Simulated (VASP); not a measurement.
Runs of VASP 6.6.1 on W. The structure is that of space group Pm-3m (No. 221), or close to it. The cells are those of the table. 

```tsv
task	cell	cutoff (eV)	gap on the mesh (eV)	pressure (GPa)
single point	a = 2.519 Å, 1 atom	520	none	(a)
single point	a = 2.520 Å, 1 atom	520	none	32.6
relaxation of cell and atoms	relaxed to 31 GPa from a = 2.501 Å, 1 atom	600	none	31.0
relaxation of cell and atoms	relaxed to 31 GPa from a = 2.520 Å, 1 atom	600	none	31.0
```

Alike in all rows: level PBEsol; potentials or basis VASP PAW PBE potentials, release 64 (W_sv); no spin polarisation; k mesh 15 × 15 × 15; smearing fermi-dirac 0.1 eV.

Question: Estimate the missing entries.

Answer: (a) 32.7.

Caveats: the PAW data sets were made with another functional, which shifts forces and pressure a little; spin-orbit coupling is left out, which moves the levels of the heavy elements; the cell is relaxed towards a set pressure, so the enthalpy falls and the energy may rise (some runs).

A k mesh can miss the band edges, and the runs leave out spin-orbit coupling on W.

A gap of «none» marks levels without a gap at the run's occupations.
